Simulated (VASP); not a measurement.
**Ta3N: single point with PBE**

Crystal: Ta3N.

```
Ta N
1.0
     3.02177    0.00000    0.00000
    -1.51089    2.61693    0.00000
     0.00000    0.00000    7.55759
Ta N
3 1
Direct
  0.00000 0.00000 0.50000
  0.32417 0.64834 0.16882
  0.66667 0.33333 0.82640
  0.00000 0.00000 0.00000
```

This cell differs from its parent crystal: atom 2 (Ta) moved +0.060 Å towards its neighbour atom 4 (N) at 2.183 Å.

```json
{"Program": "VASP 6.6.1", "Task": "single point", "Functional": "PBE", "Potentials or basis": "VASP PAW PBE potentials, release 64 (Ta_pv, N)", "Cutoff": "520 eV", "k mesh": "18 × 18 × 6", "Occupations": "gaussian, width 0.15 eV", "Spin": "no spin polarisation", "Dipole correction": "no", "Further INCAR settings": "ALGO = Normal; EDIFF = 1e-06; NBANDS = 27"}
```

```yaml
Pressure: 1.1 GPa
Largest_force: 0.716 eV/Å
Band_gap_on_the_k_mesh: zero (band 19 reaches 7.19 eV, above the bottom of band 20 at 6.32 eV)
```

Forces on the atoms (eV/Å):
```
Ta   0.000 -0.008 -0.232
Ta   0.000  0.327  0.636
Ta   0.000  0.025 -0.118
N    0.000 -0.344 -0.286
```

Stress tensor (GPa, compression positive):
```
0.87 0.00 0.00
0.00 1.99 0.91
0.00 0.91 0.52
```

Levels at points of the mesh, in eV from the Fermi level:
| k point | band 17 | band 18 | band 19 | band 20 | band 21 | band 22 |
| --- | --- | --- | --- | --- | --- | --- |
| (0.00, 0.00, 0.00) | -0.49 | -0.45 | -0.40 | 0.34 | 0.37 | 0.98 |
| (0.50, 0.00, 0.00) | -1.16 | -0.55 | 0.30 | 0.81 | 0.90 | 3.51 |
| (0.00, 0.50, 0.00) | -1.13 | -0.59 | 0.13 | 0.84 | 0.86 | 3.51 |
| (0.00, 0.00, 0.50) | -1.15 | -0.30 | -0.26 | 0.61 | 0.62 | 1.19 |
| (0.50, 0.00, 0.50) | -1.30 | -1.18 | 0.17 | 0.97 | 1.37 | 2.48 |
| (0.00, 0.50, 0.50) | -1.28 | -1.24 | 0.12 | 0.83 | 1.36 | 2.51 |

It took 10 min on 1 thread of Oxide Virtual Turin-like Processor, with other jobs on the host, peak memory 0.69 GiB.

Caveat: the cell differs from its parent crystal (atom 2 (Ta) moved +0.060 Å towards its neighbour atom 4 (N) at 2.183 Å); spin-orbit coupling is left out, which moves the levels of the heavy elements.
